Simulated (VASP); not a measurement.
Input of a VASP 6.6.1 run:

The input INCAR:

```
SYSTEM = As
  PREC = Accurate
  ENCUT = 520
  EDIFF = 1E-6
  ISMEAR = 0
  SIGMA = 0.15
  LREAL = .False.
  LASPH = .True.
  NELM = 80
  ALGO = Normal
  ISIF = 2
  LWAVE = .False.
  LCHARG = .False.
  GGA = PS
  NBANDS = 12
```

File KPOINTS:

```
Automatic mesh
0
Gamma
  18 18 18
  0 0 0
```

The input POSCAR:

```
As
1.0
    1.8797494575      1.0852738553      3.5903431000
   -1.8797494575      1.0852738553      3.5903431000
    0.0000000000     -2.1705477106      3.5903431000
As
2
Direct
    0.2275400000      0.2275400000      0.2275400000
    0.7724600000      0.7724600000      0.7724600000
```

Potentials or basis: VASP PAW PBE potentials, release 64 (As).

Launch:

```bash
$ cat potpaw_PBE.64/As/POTCAR > POTCAR
$ mpirun -np 1 vasp_std > vasp.out
```

(1) Estimate the largest force.

(2) What does it give for the pressure?

(3) Estimate the band gap on the k mesh.

Results:

(1) 0.057 eV/Å.

(2) -1.2 GPa.

(3) zero (bands 5 and 6 overlap by 0.61 eV).

Caveat: the cell differs from its parent crystal (strain +0.000 along x and y, +0.030 along z); the PAW data sets were made with another functional, which shifts forces and pressure a little.
